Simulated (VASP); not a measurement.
Set up this calculation in VASP 6.6.1, as the native input.

* Task: single point
* Functional: PBEsol
* Potentials or basis: VASP PAW PBE potentials, release 64 (Al)
* Cutoff: 520 eV
* k mesh: 18 × 18 × 10
* Occupations: gaussian, width 0.15 eV
* Spin: no spin polarisation
* Dipole correction: no
* Further INCAR settings: ALGO = Fast; EDIFF = 1e-06; NBANDS = 10

The structure of Al lies in POSCAR:

```
Al
1.0
    2.7300000000      0.0000000000      0.0000000000
   -1.3650000000      2.3642493523      0.0000000000
    0.0000000000      0.0000000000      4.6382883863
Al
2
Direct
    0.6666666667      0.3333333333      0.7500000000
    0.3333333333      0.6666666667      0.2500000000
```

These files were run (other wordings do the same):

INCAR

```
SYSTEM = Al
PREC     = Accurate       ! precision mode
ENCUT    = 520            ! plane-wave cutoff, eV
EDIFF    = 1E-6           ! SCF threshold, eV
ISMEAR   = 0              ! smearing method
SIGMA    = 0.15           ! smearing width, eV
LREAL    = .False.        ! projectors in reciprocal space
LASPH    = .True.         ! aspherical terms in the spheres
NELM     = 100            ! most SCF steps
ALGO     = Fast           ! electronic algorithm
ISIF     = 2              ! what is computed and relaxed
LWAVE    = .False.        ! write WAVECAR
LCHARG   = .True.         ! write CHGCAR
GGA      = PS             ! functional
LELF     = .True.         ! ELF
LVHAR    = .True.       
NBANDS   = 10             ! bands
```

KPOINTS

```
regular mesh
0
Gamma
  18 18 10
  0 0 0
```

Potentials or basis: VASP PAW PBE potentials, release 64 (Al).

Command:

```sh
$ cat potpaw_PBE.64/Al/POTCAR > POTCAR
$ mpirun -np 1 vasp_std > vasp.out
```

It gave:

```json
{
 "Pressure": "8.4 GPa",
 "Band gap on the k mesh": "zero (band 3 reaches 12.97 eV, above the bottom of band 4 at 5.76 eV)"
}
```

Caveat: the PAW data sets were made with another functional, which shifts forces and pressure a little.

It took 27 s on 1 thread of Intel(R) Xeon(R) Platinum 8559C (Emerald Rapids), with other jobs on the host, peak memory 0.17 GiB.
